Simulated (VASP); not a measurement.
Set up this calculation in VASP 6.6.1, as the native input.

- Task: single point
- Functional: PBEsol
- Potentials or basis: VASP PAW PBE potentials, release 64 (Rb_sv)
- Cutoff: 520 eV
- k mesh: 8 × 10 × 4
- Occupations: gaussian, width 0.1 eV
- Spin: no spin polarisation
- Dipole correction: no
- Further INCAR settings: ALGO = Fast; EDIFF = 1e-06; NBANDS = 26

The structure of Rb lies in POSCAR:

```
Rb
1.0
    4.6455372056      0.0000000000      0.0000000000
    0.0000000000      4.4668844083      0.0000000000
    0.0000000000      0.0000000000     15.1023170443
Rb
4
Direct
    0.2500000000      0.2500000000      0.8803099333
    0.2500000000      0.7500000000      0.3803099333
    0.7500000000      0.2500000000      0.6196900667
    0.7500000000      0.7500000000      0.1196900667
```

The input as run:

INCAR

```
SYSTEM = Rb
  PREC = Accurate
  ENCUT = 520
  EDIFF = 1E-6
  ISMEAR = 0
  SIGMA = 0.1
  LREAL = .FALSE.
  LASPH = .TRUE.
  NELM = 60
  ALGO = Fast
  ISIF = 2
  LWAVE = .FALSE.
  LCHARG = .TRUE.
  GGA = PS
  LELF = .TRUE.
  LVHAR = .TRUE.
  NBANDS = 26
```

KPOINTS

```
regular mesh
0
G
  8 10 4
  0 0 0
```

Potentials or basis: VASP PAW PBE potentials, release 64 (Rb_sv).

Command:

```sh
$ cat potpaw_PBE.64/Rb_sv/POTCAR > POTCAR
$ mpirun -np 1 vasp_std > vasp.out
```

It gave:

The pressure is 0.4 GPa and the band gap on the k mesh is zero (bands 18 and 19 overlap by 2.13 eV).

Caveat: the PAW data sets were made with another functional, which shifts forces and pressure a little.

It took 6.3 min on 1 thread of Intel(R) Xeon(R) 6975P-C (Granite Rapids), on a shared host, peak memory 0.72 GiB.
